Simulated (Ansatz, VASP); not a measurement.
**GaN: VASP beside Ansatz**

Contents of POSCAR:

```
GaN
1.0
    0.0000000000      2.1524725564      2.1524725564
    2.1524725564      0.0000000000      2.1524725564
    2.1524725564      2.1524725564      0.0000000000
Ga N
1 1
Direct
    0.0000000000      0.0000000000      0.0000000000
    0.7500000000      0.7500000000      0.7500000000
```

File INCAR.step1:

```
PREC     = Accurate       # precision mode
ENCUT    = 520            # plane-wave cutoff, eV
EDIFF    = 1E-5           # SCF threshold, eV
ISMEAR   = 0              # smearing method
SIGMA    = 0.01           # smearing width, eV
LREAL    = F              # projectors in reciprocal space
LASPH    = T              # aspherical terms in the spheres
NELM     = 100            # most SCF steps
ALGO     = Normal         # electronic algorithm
ISIF     = 2              # what is computed and relaxed
LWAVE    = T              # write WAVECAR
LCHARG   = F              # write CHGCAR
NBANDS   = 16             # bands
GGA      = PE             # functional
```

Contents of INCAR.step2:

```
PREC     = Accurate       # precision mode
ENCUT    = 520            # plane-wave cutoff, eV
EDIFF    = 1E-6           # SCF threshold, eV
ISMEAR   = 0              # smearing method
SIGMA    = 0.01           # smearing width, eV
LREAL    = F              # projectors in reciprocal space
LASPH    = T              # aspherical terms in the spheres
NELM     = 100            # most SCF steps
ALGO     = Normal         # electronic algorithm
ISIF     = 2              # what is computed and relaxed
LWAVE    = F              # write WAVECAR
LCHARG   = F              # write CHGCAR
GGA      = PE             # functional
LHFCALC  = T              # exact exchange
HFSCREEN = 0.2079         # screening, 1/A
PRECFOCK = Normal       
NBANDS   = 16             # bands
ISTART   = 1
```

The input KPOINTS:

```
Automatic mesh
0
Gamma
  6 6 6
```

Input for Ansatz:

```yaml
crystal:
  lattice:
    - [0.0, 2.1524725564, 2.1524725564]
    - [2.1524725564, 0.0, 2.1524725564]
    - [2.1524725564, 2.1524725564, 0.0]
  atoms:
    - { symbol: Ga, position: [0.0, 0.0, 0.0] }
    - { symbol: "N", position: [0.75, 0.75, 0.75] }
kpoints:
  mp_grid: { grid: [6, 6, 6] }
  band_path:
    path:
      - [0.0, 0.0, 0.0]
      - [-0.5, -0.5, 0.0]
      - [-0.375, -0.375, 0.25]
      - [-0.375, 0.0, 0.375]
      - [0.0, 0.0, 0.5]
      - [-0.5, -0.25, 0.25]
    npoints: 1
hamiltonian:
  xc: hse06
scf:
  occupations: { method: fixed }
  n_extra_bands: 4
output:
  forces: true
  stress: true
  eigenvalues: true
  write_density: true
  write_potential: true
  elf: true
  volumetric_format: npy
```

Change from the starting cell: hydrostatic strain -4.3%.

Alike in both runs: task single point; functional HSE06; k mesh 6 × 6 × 6; no spin polarisation.

|  | VASP | Ansatz |
| --- | --- | --- |
| version | VASP 6.6.1 | Ansatz 0.2.0 |
| potentials or method | VASP PAW PBE potentials, release 64 (Ga_d, N) | plane waves, PAW |
| plane-wave cutoff (eV) | 520 | 420 |
| occupations | gaussian, width 0.01 eV | fixed |
| valence electrons in the cell | 18 | 18 |

|  | VASP | Ansatz | Ansatz less VASP |
| --- | --- | --- | --- |
| gap on the k mesh at the Fermi level (eV) | 4.00 | 3.97 | -0.032 |
| pressure (GPa) | 34.1 | 34.5 | +0.40 |

Both programs put the cell under a high pressure, so it lies far from rest at this level. Ansatz's warnings: stress exchange threshold loose, stress scf threshold loose.

The k mesh is coarse, so the values compare programs but aren't converged.
